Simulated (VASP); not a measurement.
Runs of VASP 6.6.1 on BaZrO3. The structure is that of space group Pm-3m (No. 221), or close to it. The cells are those of the table. 

```tsv
task	cell	cutoff (eV)	gap on the mesh (eV)	pressure (GPa)
relaxation of cell and atoms	relaxed to 40 GPa from a = 3.945 Å, 5 atoms	600	3.31	40.0
relaxation of cell and atoms	relaxed to 20 GPa from a = 4.042 Å, 5 atoms	600	3.29	20.0
single point	a = 4.141 Å, 5 atoms	520	(b)	6.3
single point	a = 3.951 Å, 5 atoms	520	3.29	42.4
single point	a = 4.181 Å, 5 atoms	520	(a)	1.2
relaxation of cell and atoms	relaxed to 10 GPa from a = 4.104 Å, 5 atoms	600	3.22	10.0
single point	a = 4.105 Å, 5 atoms	520	3.23	11.5
```

Alike in all rows: level PBEsol; potentials or basis VASP PAW PBE potentials, release 64 (Ba_sv, Zr_sv, O); no spin polarisation; k mesh 6 × 6 × 6; smearing gaussian 0.02 eV.

Question: Estimate the missing entries.

Answer: (a) 3.12; (b) 3.18.

Caveats: the PAW data sets were made with another functional, which shifts forces and pressure a little; spin-orbit coupling is left out, which moves the levels of the heavy elements; the cell is relaxed towards a set pressure, so the enthalpy falls and the energy may rise (some runs).

A k mesh can miss the band edges, and the runs leave out spin-orbit coupling on Ba, Zr.
